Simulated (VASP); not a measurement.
C18F: single point with PBEsol

System: C18F, a slab with vacuum.

```
C F
1.0
     7.39800    0.00000    0.00000
    -3.69900    6.40686    0.00000
     0.00000    0.00000   13.00000
C F
18 1
Direct
  0.99636 0.00179 0.07183
  0.21899 0.11350 0.06856
  0.99670 0.33578 0.07279
  0.21841 0.44664 0.07306
  0.99636 0.66944 0.07187
  0.21899 0.78037 0.06853
  0.33003 0.00245 0.06824
  0.55212 0.11349 0.06853
  0.33069 0.33612 0.07183
  0.55118 0.44474 0.07698
  0.33069 0.66944 0.07176
  0.55119 0.78129 0.07686
  0.66304 0.00179 0.07176
  0.88585 0.11408 0.07306
  0.66304 0.33612 0.07186
  0.88585 0.44663 0.07309
  0.66337 0.66912 0.10306
  0.88774 0.78130 0.07699
  0.66327 0.66920 0.22012
```

* Program: VASP 6.6.1
* Task: single point
* Functional: PBEsol
* Potentials or basis: VASP PAW PBE potentials, release 64 (C, F)
* Cutoff: 520 eV
* k mesh: 2 × 2 × 1
* Occupations: fermi-dirac, width 0.05 eV
* Spin: collinear spin, zero start
* Starting moments: [0.0, 0.0, 0.0, 0.0, 0.0, 0.0, 0.0, 0.0, 0.0, 0.0, 0.0, 0.0, 0.0, 0.0, 0.0, 0.0, 0.0, 0.0, 0.0] μB

- Largest force: 0.206 eV/Å
- Net moment: 0.00 μB per cell
- Valence electrons inside the program's atomic spheres: C 2.63, 2.64, 2.50 (each value once); F 6.05

Forces in eV/Å, atoms in the order of the input:
```
C    0.001 -0.004 -0.004
C    0.006 -0.004  0.006
C   -0.001  0.001 -0.017
C   -0.002 -0.001  0.000
C   -0.002  0.002 -0.007
C   -0.001  0.005  0.007
C    0.006 -0.003 -0.007
C   -0.005 -0.001  0.007
C    0.004  0.001 -0.004
C    0.002 -0.004 -0.020
C    0.003  0.004  0.001
C    0.000  0.000 -0.014
C   -0.002 -0.005  0.001
C   -0.001  0.002  0.000
C   -0.003  0.001 -0.007
C   -0.002  0.001  0.008
C   -0.005  0.003 -0.138
C    0.005  0.001 -0.020
F   -0.001  0.001  0.206
```

Levels at points of the mesh, in eV from the Fermi level:
Spin up:
```tsv
k point	band 38	band 39	band 40	band 41	band 42	band 43
(0.00, 0.00, 0.00)	-2.31	0.30	0.45	0.45	1.79	4.08
(0.50, 0.00, 0.00)	-2.14	-1.97	-0.35	2.17	2.79	2.89
(0.50, 0.50, 0.00)	-2.14	-1.97	-0.35	2.17	2.79	2.89
```
Spin down:
```
           k point  band 38  band 39  band 40  band 41  band 42  band 43
(0.00, 0.00, 0.00)    -2.31     0.30     0.45     0.45     1.79     4.08
(0.50, 0.00, 0.00)    -2.14    -1.97    -0.35     2.17     2.79     2.89
(0.50, 0.50, 0.00)    -2.14    -1.97    -0.35     2.17     2.79     2.89
```

Wall time 12 min on 1 thread of Oxide Virtual Turin-like Processor, on a shared host, peak memory 0.85 GiB.

Caveat: the k points lie up to 0.49 Å⁻¹ apart; there is no dipole correction, which matters where the two faces differ; no moment was typed at the start, so none could form; the PAW data sets were made with another functional, which shifts forces and pressure a little.
